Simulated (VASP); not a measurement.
Write the native input for VASP 6.6.1 that does the following.

```yaml
Task: single point
Functional: PBE
Dispersion: D3(BJ)
Potentials_or_basis: VASP PAW PBE potentials, release 64 (Ni, Si)
Cutoff: 520 eV
k_mesh: 5 × 8 × 5
Occupations: fermi-dirac, width 0.05 eV
Spin: collinear spin, ferromagnetic start
Starting_moments: "[1.0, 1.0, 1.0, 1.0, 0.0, 0.0, 0.0, 0.0] μB"
Dipole_correction: no
Further_INCAR_settings: ALGO = Normal; EDIFF = 1e-06; NBANDS = 42
```

The structure of SiNi lies in POSCAR:

```
SiNi
1.0
    5.0726067443      0.0000000000      0.0000000000
    0.0000000000      3.3693321948      0.0000000000
    0.0000000000      0.0000000000      5.5214702459
Ni Si
4 4
Direct
    0.9900695063      0.7500000000      0.8128734647
    0.5099304937      0.2500000000      0.3128734647
    0.4900695063      0.7500000000      0.6871265353
    0.0099304937      0.2500000000      0.1871265353
    0.6773262842      0.2500000000      0.9128892982
    0.8226737158      0.7500000000      0.4128892982
    0.1773262842      0.2500000000      0.5871107018
    0.3226737158      0.7500000000      0.0871107018
```

The input as run:

INCAR

```
SYSTEM = SiNi
  ALGO = Normal
  EDIFF = 1E-6
  ENCUT = 520
  GGA = PE
  ISIF = 2
  ISMEAR = -1
  ISPIN = 2
  IVDW = 12
  LASPH = .TRUE.
  LCHARG = .FALSE.
  LMAXMIX = 4
  LORBIT = 11
  LREAL = .FALSE.
  LWAVE = .FALSE.
  MAGMOM = 1 1 1 1 0 0 0 0
  NBANDS = 42
  NELM = 150
  PREC = Accurate
  SIGMA = 0.05
```

KPOINTS

```
k-points
0
G
  5 8 5
  0 0 0
```

Potentials or basis: VASP PAW PBE potentials, release 64 (Ni, Si).

Launch:

```bash
$ cat potpaw_PBE.64/Ni/POTCAR potpaw_PBE.64/Si/POTCAR > POTCAR
$ mpirun -np 1 vasp_std > vasp.out
```

Results of the run:

- Pressure: 0.0 GPa
- Largest force: 0.012 eV/Å
- Band gap on the k mesh: zero (filled and empty bands overlap)
- Net moment: 0.00 μB per cell
- Valence electrons inside the program's atomic spheres: Ni 9.64; Si 1.63
- Dispersion energy per atom: -0.479 eV

It took 8.5 min on 1 thread of Intel Xeon 8259CL, on a shared host, peak memory 0.41 GiB.
